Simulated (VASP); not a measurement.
Wanted: the native input for a VASP 6.6.1 run.

- Task: single point
- Functional: PBEsol
- Potentials or basis: VASP PAW PBE potentials, release 64 (Ca_sv, Se)
- Cutoff: 500 eV
- k mesh: 6 × 6 × 6
- Occupations: gaussian, width 0.01 eV
- Spin: no spin polarisation
- Dipole correction: no
- Further INCAR settings: ALGO = Normal; EDIFF = 1e-06; NBANDS = 15

The structure of CaSe lies in POSCAR:

```
CaSe
1.0
    0.0000000000      2.9675306059      2.9675306059
    2.9675306059      0.0000000000      2.9675306059
    2.9675306059      2.9675306059      0.0000000000
Ca Se
1 1
Direct
    0.0000000000      0.0000000000      0.0000000000
    0.5000000000      0.5000000000      0.5000000000
```

One way to write it, as run:

INCAR

```
ALGO = Normal ; EDIFF = 1E-6
ENCUT = 500 ; GGA = PS
GGA_COMPAT = F ; ISIF = 2
ISMEAR = 0 ; LASPH = T
LCHARG = F ; LREAL = F
LWAVE = F ; NBANDS = 15
NELM = 120 ; PREC = Accurate
SIGMA = 0.01
```

KPOINTS

```
k-points
0
Gamma
  6 6 6
```

Potentials or basis: VASP PAW PBE potentials, release 64 (Ca_sv, Se).

Run with:

```sh
$ cat potpaw_PBE.64/Ca_sv/POTCAR potpaw_PBE.64/Se/POTCAR > POTCAR
$ mpirun -np 1 vasp_std > vasp.out
```

It gave:

| Quantity | Value |
| --- | --- |
| Pressure | -1.5 GPa |
| Band gap on the k mesh | 1.95 eV, indirect (least direct gap 2.89 eV) |

Caveat: the PAW data sets were made with another functional, which shifts forces and pressure a little.

Wall time 20 s on 1 thread of Intel Xeon 8259CL, with other jobs on the host, peak memory 0.17 GiB.
